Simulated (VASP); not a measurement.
# WS2 in VASP: further runs

Aim: see how the results for WS2 move with the level of theory and the settings. Levels: r2SCAN, PBE+D3(BJ). Tasks: single point.

Everything below comes from runs of VASP 6.6.1. Logs are shortened: lines on timing, memory, paths and dates and some standing lists are left out, and cuts for length are marked.

## (1) The cell of the first run

The cell holds a slab with vacuum, 3 atoms: a = 3.160 Å, b = 3.160 Å, c = 16.939 Å, α = 90.00°, β = 90.00°, γ = 120.00°.

## (2) Single point, r2SCAN

Contents of POSCAR:

```
WS2
1.0
    3.1597166908      0.0000000000      0.0000000000
   -1.5798583454      2.7363949230      0.0000000000
    0.0000000000      0.0000000000     16.9394672486
W S
1 2
Direct
    0.3333333333      0.6666666667      0.0000000000
    0.6666666667      0.3333333333      0.9069626209
    0.6666666667      0.3333333333      0.0930373791
```

Contents of INCAR.step1:

```
SYSTEM = WS2
ALGO = Normal
EDIFF = 1E-4
ENCUT = 520
GGA = PE
ISMEAR = 0
LASPH = .TRUE.
LCHARG = .FALSE.
LREAL = .FALSE.
LWAVE = .TRUE.
NBANDS = 20
NELM = 60
PREC = Accurate
SIGMA = 0.02
```

Contents of INCAR.step2:

```
SYSTEM = WS2
ALGO = Normal
EDIFF = 1E-6
ENCUT = 520
ISIF = 2
ISMEAR = 0
ISTART = 1
LASPH = .TRUE.
LCHARG = .FALSE.
LMIXTAU = .TRUE.
LREAL = .FALSE.
LWAVE = .FALSE.
METAGGA = R2SCAN
NBANDS = 20
NELM = 60
PREC = Accurate
SIGMA = 0.02
```

Contents of KPOINTS:

```
k-points
0
G
  12 12 2
  0 0 0
```

Potentials or basis: VASP PAW PBE potentials, release 64 (W_sv, S).

Started as:

```sh
$ cat potpaw_PBE.64/W_sv/POTCAR potpaw_PBE.64/S/POTCAR > POTCAR
$ cp INCAR.step1 INCAR
$ mpirun -np 1 vasp_std > vasp.out
$ cp INCAR.step2 INCAR
$ mpirun -np 1 vasp_std > vasp.out
```

OUTCAR:

```text
SYSTEM = WS2
   EDIFF = 1E-6
   ENCUT = 520
   ISIF = 2
   ISMEAR = 0
   ISTART = 1
   LASPH = .TRUE.
   LREAL = .FALSE.
   METAGGA = R2SCAN
   NELM = 60
   PREC = Accurate

 ion  position               nearest neighbor table
   1  0.333  0.667  0.000-   2 2.41   3 2.41   2 2.41   3 2.41   2 2.41   3 2.41
   2  0.667  0.333  0.907-   1 2.41   1 2.41   1 2.41
   3  0.667  0.333  0.093-   1 2.41   1 2.41   1 2.41

  LATTYP: Found a hexagonal cell.
 ALAT       =     3.1597166908
 C/A-ratio  =     5.3610715473

  Lattice vectors:

 A1 = (   3.1597166908,   0.0000000000,   0.0000000000)
 A2 = (  -1.5798583454,   2.7363949230,   0.0000000000)
 A3 = (   0.0000000000,   0.0000000000,  16.9394672486)

Analysis of symmetry for initial positions (statically):
=====================================================================
 Subroutine PRICEL returns:
 Original cell was already a primitive cell.

 Routine SETGRP: Setting up the symmetry group for a
 hexagonal supercell.

 Subroutine GETGRP returns: Found 12 space group operations
 (whereof 12 operations were pure point group operations)
 out of a pool of 24 trial point group operations.

The static configuration has the point symmetry D_3h.

Analysis of symmetry for dynamics (positions and initial velocities):
=====================================================================
 Subroutine PRICEL returns:
 Original cell was already a primitive cell.

 Routine SETGRP: Setting up the symmetry group for a
 hexagonal supercell.

 Subroutine GETGRP returns: Found 12 space group operations
 (whereof 12 operations were pure point group operations)
 out of a pool of 24 trial point group operations.

The dynamic configuration has the point symmetry D_3h.

 Subroutine INISYM returns: Found 12 space group operations
 (whereof 12 operations are pure point group operations),
 and found     1 'primitive' translations

----------------------------------------------------------------------------------------

                                     Primitive cell

  volume of cell :     146.4626

  direct lattice vectors                    reciprocal lattice vectors
     3.159716691  0.000000000  0.000000000     0.316484071  0.182722163  0.000000000
    -1.579858345  2.736394923  0.000000000     0.000000000  0.365444327  0.000000000
     0.000000000  0.000000000 16.939467249     0.000000000  0.000000000  0.059033734

  length of vectors
     3.159716691  3.159716691 16.939467249     0.365444327  0.365444327  0.059033734

  position of ions in fractional coordinates (direct lattice)
     0.333333333  0.666666667  0.000000000
     0.666666667  0.333333333  0.906962621
     0.666666667  0.333333333  0.093037379

  ion indices of the primitive-cell ions
   primitive index   ion index
                 1           1
                 2           2
                 3           3

----------------------------------------------------------------------------------------

 KPOINTS: k-points

Automatic generation of k-mesh.
 Grid dimensions read from file:
 generate k-points for:   12   12    2

 Generating k-lattice:

  Cartesian coordinates                     Fractional coordinates (reciprocal lattice)
     0.026373673  0.015226847  0.000000000     0.083333333  0.000000000  0.000000000
     0.000000000  0.030453694  0.000000000     0.000000000  0.083333333  0.000000000
     0.000000000  0.000000000  0.029516867     0.000000000  0.000000000  0.500000000

  Length of vectors
     0.030453694  0.030453694  0.029516867

  Shift w.r.t. Gamma in fractional coordinates (k-lattice)
     0.000000000  0.000000000  0.000000000

 Subroutine IBZKPT returns following result:
 ===========================================

 Found     38 irreducible k-points:

 Following reciprocal coordinates:
            Coordinates               Weight
  0.000000  0.000000  0.000000      1.000000
  0.083333  0.000000  0.000000      6.000000
  0.166667  0.000000  0.000000      6.000000
  0.250000  0.000000  0.000000      6.000000
  0.333333  0.000000  0.000000      6.000000
  0.416667  0.000000  0.000000      6.000000
[... 16 lines left out ...]
  0.250000  0.000000  0.500000      6.000000
  0.333333  0.000000  0.500000      6.000000
 [... further k-points ...]
   k-points           NKPTS =     38   k-points in BZ     NKDIM =     38   number of bands    NBANDS=     20
   number of dos      NEDOS =    301   number of ions     NIONS =      3
   total plane-waves  NPLWV =  72576
   dimension x,y,z NGX =    24 NGY =   24 NGZ =  126
   dimension x,y,z NGXF=    48 NGYF=   48 NGZF=  252
   ions per type =               1   2
   NGX,Y,Z   is equivalent  to a cutoff of  12.63, 12.63, 12.37 a.u.
   NGXF,Y,Z  is equivalent  to a cutoff of  25.25, 25.25, 24.73 a.u.
 SYSTEM =  WS2
   PREC   = accura    normal or accurate (medium, high low for compatibility)
   ISTART =      1    job   : 0-new  1-cont  2-samecut
   ICHARG =      0    charge: 1-file 2-atom 10-const
   ISPIN  =      1    spin polarized calculation?
   LNONCOLLINEAR =      F non collinear calculations
   LSORBIT =      F    spin-orbit coupling
   LASPH  =      T    aspherical Exc in radial PAW
   ENCUT  =  520.0 eV  38.22 Ry    6.18 a.u.   5.87  5.87 31.50*2*pi/ulx,y,z
   NELM   =     60;   NELMIN=  2; NELMDL=  0     # of ELM steps
   EDIFF  = 0.1E-05   stopping-criterion for ELM
   LREAL  =      F    real-space projection
   EDIFFG = 0.1E-04   stopping-criterion for IOM
   NSW    =      0    number of steps for IOM
   IBRION =     -1    ionic relax: 0-MD 1-quasi-New 2-CG
   NFREE  =      0    steps in history (QN), initial steepest desc. (CG)
   ISIF   =      2    stress and relaxation
   ISYM   =      2    0-nonsym 1-usesym 2-fastsym
   POTIM  = 0.5000    time-step for ionic-motion
   TEBEG  =    0.0;   TEEND  =   0.0 temperature during run
   PSTRESS=    0.0 pullay stress
   NELECT =      26.0000    total number of electrons
   NUPDOWN=      -1.0000    fix difference up-down
   EMIN   =  10.00;   EMAX   =-10.00  energy-range for DOS
   EFERMI =   0.00;   METHOD = LEGACY
   ISMEAR =     0;   SIGMA  =   0.02  broadening in eV -4-tet -1-fermi 0-gaus
   EFERMI_NEDOS =   21; number of points for ismear=-14 and -15
   IALGO  =     38    algorithm
   IMIX   =      4    mixing-type and parameters
     AMIX     =   0.40;   BMIX     =  1.00
     AMIX_MAG =   1.60;   BMIX_MAG =  1.00
  volume/ion in A,a.u.               =      48.82       329.46
  Fermi-wavevector in a.u.,A,eV,Ry     =   0.920076  1.738692 11.517875  0.846540
  Thomas-Fermi vector in A             =   2.045341
   LORBIT       =      0    0 simple, 1 ext, 2 COOP (PROOUT), +10 PAW based schemes
   METAGGA = R2SCAN    functional components
   LHFCALC =     F    Hartree Fock is set to
   AEXX    =    0.0000 exact exchange contribution
   IVDW    =     0    specifies the selected vdW correction
   LEPSILON=     F    determine dielectric tensor
   LRPA    =     F    only Hartree local field effects (RPA)
 non-spin polarized calculation
 Gauss-broadening in eV      SIGMA  =   0.02
  energy-cutoff  :      520.00
  volume of cell :      146.46
 maximum number of plane-waves:      3986
 NGX is ok and might be reduce to    24

 number of electron      25.9999999 magnetization

 Free energy of the ion-electron system (eV)
  ---------------------------------------------------
  ext. energy  EPLUGINS =         0.00000000
  ---------------------------------------------------
  free energy    TOTEN  =       -70.03353559 eV

  energy without entropy =      -70.03353559  energy(sigma->0) =      -70.03353559

 E-fermi :  -1.1214     XC(G=0):  -4.6456

 val. band max:       -1.3024272964   @ k =   0.3333   0.3333   0.0000
 cond. band min:       0.7470560706   @ k =   0.3333   0.3333   0.0000
 fundamental gap:      2.0494833670
 Fermi energy:        -1.1213868386

 k-point     1 :       0.0000    0.0000    0.0000
  band No.  band energies     occupation
      1     -77.2520      2.00000
      2     -40.8520      2.00000
      3     -40.6709      2.00000
      4     -40.6709      2.00000
      5     -16.8224      2.00000
      6     -15.1308      2.00000
[... 12 lines left out ...]
     19       4.8084      0.00000
     20       4.8127      0.00000

 k-point     2 :       0.0833    0.0000    0.0000
  band No.  band energies     occupation
      1     -77.2506      2.00000
      2     -40.8472      2.00000
      3     -40.6971      2.00000
      4     -40.6769      2.00000
      5     -16.7005      2.00000
      6     -15.0853      2.00000
[... 12 lines left out ...]
     19       4.9482      0.00000
     20       5.2435      0.00000

 k-point     3 :       0.1667    0.0000    0.0000
  band No.  band energies     occupation
      1     -77.2467      2.00000
      2     -40.8341      2.00000
      3     -40.7681      2.00000
      4     -40.6934      2.00000
      5     -16.3533      2.00000
      6     -14.9562      2.00000
[... 12 lines left out ...]
     19       5.3544      0.00000
     20       6.0602      0.00000

 k-point     4 :       0.2500    0.0000    0.0000
  band No.  band energies     occupation
      1     -77.2415      2.00000
      2     -40.8637      2.00000
      3     -40.8160      2.00000
      4     -40.7159      2.00000
      5     -15.8371      2.00000
      6     -14.7666      2.00000
[... 12 lines left out ...]
     19       5.9750      0.00000
     20       6.5338      0.00000

 k-point     5 :       0.3333    0.0000    0.0000
  band No.  band energies     occupation
      1     -77.2362      2.00000
      2     -40.9579      2.00000
      3     -40.7979      2.00000
      4     -40.7382      2.00000
      5     -15.2521      2.00000
      6     -14.5581      2.00000
[... 12 lines left out ...]
     19       6.5397      0.00000
     20       6.5867      0.00000
[... 353 lines left out ...]
      6     -15.0853      2.00000
[... 12 lines left out ...]
     19       4.7292      0.00000
     20       5.4515      0.00000

 k-point    22 :       0.1667    0.0000    0.5000
  band No.  band energies     occupation
      1     -77.2467      2.00000
      2     -40.8341      2.00000
      3     -40.7681      2.00000
      4     -40.6934      2.00000
      5     -16.3533      2.00000
      6     -14.9562      2.00000
[... 12 lines left out ...]
     19       5.2267      0.00000
     20       6.4189      0.00000

 k-point    23 :       0.2500    0.0000    0.5000
  band No.  band energies     occupation
      1     -77.2415      2.00000
      2     -40.8637      2.00000
      3     -40.8160      2.00000
      4     -40.7159      2.00000
      5     -15.8370      2.00000
      6     -14.7666      2.00000
[... 12 lines left out ...]
     19       5.7794      0.00000
     20       6.9646      0.00000

 k-point    24 :       0.3333    0.0000    0.5000
  band No.  band energies     occupation
      1     -77.2362      2.00000
      2     -40.9579      2.00000
      3     -40.7979      2.00000
      4     -40.7382      2.00000
      5     -15.2521      2.00000
      6     -14.5581      2.00000
[... 12 lines left out ...]
     19       6.4691      0.00000
     20       6.6652      0.00000

 [... further k-points ...]
[... 5 lines left out ...]
  --------------------------------------------------------------------------------------
  -------------------------------------------------------------------------------------
  Total        0.5763512      0.5763512     -0.5792428      0.0000000      0.0000000     -0.0000000
  in kB        6.3047971      6.3047971     -6.3364283      0.0000000      0.0000000     -0.0000000
  external PRESSURE =       2.0910553 kB  Pullay stress =       0.0000000 kB

 VOLUME and BASIS-vectors are now :
 -----------------------------------------------------------------------------
  energy-cutoff  :      520.00
  volume of cell :      146.46
      direct lattice vectors                 reciprocal lattice vectors
     3.159716691  0.000000000  0.000000000     0.316484071  0.182722163  0.000000000
    -1.579858345  2.736394923  0.000000000     0.000000000  0.365444327  0.000000000
     0.000000000  0.000000000 16.939467249     0.000000000  0.000000000  0.059033734

 POSITION                                       TOTAL-FORCE (eV/Angst)
 -----------------------------------------------------------------------------------
     -0.00000      1.82426      0.00000        -0.000000     -0.000000      0.000000
      1.57986      0.91213     15.36346         0.000000      0.000000      0.175878
      1.57986      0.91213      1.57600         0.000000      0.000000     -0.175878
 -----------------------------------------------------------------------------------
    total drift:                                0.000001     -0.000000     -0.000000

  FREE ENERGIE OF THE ION-ELECTRON SYSTEM (eV)
  ---------------------------------------------------
  free  energy   TOTEN  =       -70.0335355862 eV

  energy  without entropy=      -70.0335355862  energy(sigma->0) =      -70.03353559
```

Wall time 9 min (1 thread of Intel Xeon Platinum 8488C (Sapphire Rapids), shared host); peak memory 0.34 GiB.

Results:

- Free energy: -70.0335 eV
- Largest force: 0.176 eV/Å
- Band gap on the k mesh: 2.05 eV

Forces in eV/Å, atoms in the order of the input:
```
W    0.000  0.000  0.000
S    0.000  0.000  0.176
S    0.000  0.000 -0.176
```

Levels at points of the mesh, in eV from the valence-band top:
```
           k point  band 10  band 11  band 12  band 13  band 14  band 15  band 16  band 17
(0.00, 0.00, 0.00)    -2.33    -1.67    -1.67    -0.12     3.13     3.13     3.23     3.23
(0.50, 0.00, 0.00)    -3.57    -2.35    -1.33    -1.01     3.12     3.54     4.41     4.99
(0.00, 0.00, 0.50)    -2.33    -1.67    -1.67    -0.12     3.13     3.13     3.23     3.23
(0.50, 0.00, 0.50)    -3.57    -2.35    -1.33    -1.01     3.12     3.54     4.41     4.99
```

Caveat: the PAW data sets were made with another functional, which shifts forces and pressure a little; spin-orbit coupling is left out, which moves the levels of the heavy elements.

## (3) Single point, PBE+D3(BJ)

This run uses another cell than the first one: it holds 48 atoms, not 3.

Contents of INCAR:

```
SYSTEM = WS2
PREC = Accurate
ENCUT = 520
EDIFF = 1E-6
ISMEAR = 0
SIGMA = 0.01
LREAL = Auto
LASPH = .TRUE.
NELM = 60
ALGO = Normal
ISIF = 2
LWAVE = .FALSE.
LCHARG = .FALSE.
GGA = PE
IVDW = 12
NBANDS = 238
```

Contents of KPOINTS:

```
regular mesh
0
G
  1 1 1
  0 0 0
```

Contents of POSCAR:

```
WS2
1.0
   12.6388667674      0.0000000000      0.0000000000
   -6.3194333837    -10.9455796956      0.0000000000
    0.0000000000      0.0000000000    -16.9394672175
W S
16 32
Direct
    0.9166666667      0.5833333333      0.0000000000
    0.1666666667      0.5833333333      0.0000000000
    0.9166666667      0.3333333333      0.0000000000
    0.4166666667      0.5833333333      0.0000000000
    0.1666666667      0.3333333333      0.0000000000
    0.9166666667      0.0833333333      0.0000000000
    0.6666666667      0.5833333333      0.0000000000
    0.4166666667      0.3333333333      0.0000000000
    0.1666666667      0.0833333333      0.0000000000
    0.9166666667      0.8333333333      0.0000000000
    0.6666666667      0.3333333333      0.0000000000
    0.4166666667      0.0833333333      0.0000000000
    0.1666666667      0.8333333333      0.0000000000
    0.6666666667      0.0833333333      0.0000000000
    0.4166666667      0.8333333333      0.0000000000
    0.6666666667      0.8333333333      0.0000000000
    0.0833333333      0.6666666667      0.0930373794
    0.3333333333      0.6666666667      0.0930373794
    0.0833333333      0.4166666667      0.0930373794
    0.5833333333      0.6666666667      0.0930373794
    0.3333333333      0.4166666667      0.0930373794
    0.0833333333      0.1666666667      0.0930373794
    0.8333333333      0.6666666667      0.0930373794
    0.5833333333      0.4166666667      0.0930373794
    0.3333333333      0.1666666667      0.0930373794
    0.0833333333      0.9166666667      0.0930373794
    0.8333333333      0.4166666667      0.0930373794
    0.5833333333      0.1666666667      0.0930373794
    0.3333333333      0.9166666667      0.0930373794
    0.8333333333      0.1666666667      0.0930373794
    0.5833333333      0.9166666667      0.0930373794
    0.8333333333      0.9166666667      0.0930373794
    0.0833333333      0.6666666667      0.9069626206
    0.3333333333      0.6666666667      0.9069626206
    0.0833333333      0.4166666667      0.9069626206
    0.5833333333      0.6666666667      0.9069626206
    0.3333333333      0.4166666667      0.9069626206
    0.0833333333      0.1666666667      0.9069626206
    0.8333333333      0.6666666667      0.9069626206
    0.5833333333      0.4166666667      0.9069626206
    0.3333333333      0.1666666667      0.9069626206
    0.0833333333      0.9166666667      0.9069626206
    0.8333333333      0.4166666667      0.9069626206
    0.5833333333      0.1666666667      0.9069626206
    0.3333333333      0.9166666667      0.9069626206
    0.8333333333      0.1666666667      0.9069626206
    0.5833333333      0.9166666667      0.9069626206
    0.8333333333      0.9166666667      0.9069626206
```

Potentials or basis: VASP PAW PBE potentials, release 64 (W_sv, S).

Started as:

```sh
$ cat potpaw_PBE.64/W_sv/POTCAR potpaw_PBE.64/S/POTCAR > POTCAR
$ mpirun -np 1 vasp_gam > vasp.out
```

It took 25 min on 1 thread of AMD EPYC 7R13 (Zen 3), shared host; peak memory 1.7 GiB.

Results (log left out):

| Item | Value |
| --- | --- |
| Free energy | -394.4657 eV |
| Largest force | 0.064 eV/Å |
| Band gap on the k mesh | 2.42 eV |
| Dispersion energy per atom | -0.311 eV |

Forces in eV/Å, atoms in the order of the input:
```
W    0.000  0.000  0.000
W    0.000  0.000  0.000
W    0.000  0.000  0.000
W    0.000  0.000  0.000
W    0.000  0.000  0.000
W    0.000  0.000  0.000
W    0.000  0.000  0.000
W    0.000  0.000  0.000
W    0.000  0.000  0.000
W    0.000  0.000  0.000
W    0.000  0.000  0.000
W    0.000  0.000  0.000
W    0.000  0.000  0.000
W    0.000  0.000  0.000
W    0.000  0.000  0.000
W    0.000  0.000  0.000
S    0.000  0.000  0.064
S    0.000  0.000  0.064
S    0.000  0.000  0.064
S    0.000  0.000  0.064
S    0.000  0.000  0.064
S    0.000  0.000  0.064
S    0.000  0.000  0.064
S    0.000  0.000  0.064
S    0.000  0.000  0.064
S    0.000  0.000  0.064
S    0.000  0.000  0.064
S    0.000  0.000  0.064
S    0.000  0.000  0.064
S    0.000  0.000  0.064
S    0.000  0.000  0.064
S    0.000  0.000  0.064
S    0.000  0.000 -0.064
S    0.000  0.000 -0.064
S    0.000  0.000 -0.064
S    0.000  0.000 -0.064
S    0.000  0.000 -0.064
S    0.000  0.000 -0.064
S    0.000  0.000 -0.064
S    0.000  0.000 -0.064
S    0.000  0.000 -0.064
S    0.000  0.000 -0.064
S    0.000  0.000 -0.064
S    0.000  0.000 -0.064
S    0.000  0.000 -0.064
S    0.000  0.000 -0.064
S    0.000  0.000 -0.064
S    0.000  0.000 -0.064
```

Levels at points of the mesh, in eV from the valence-band top:
| k point | band 206 | band 207 | band 208 | band 209 | band 210 | band 211 |
| --- | --- | --- | --- | --- | --- | --- |
| (0.00, 0.00, 0.00) | -0.45 | -0.45 | 0.00 | 2.42 | 2.42 | 2.42 |

Caveat: the k points lie up to 0.57 Å⁻¹ apart; spin-orbit coupling is left out, which moves the levels of the heavy elements.
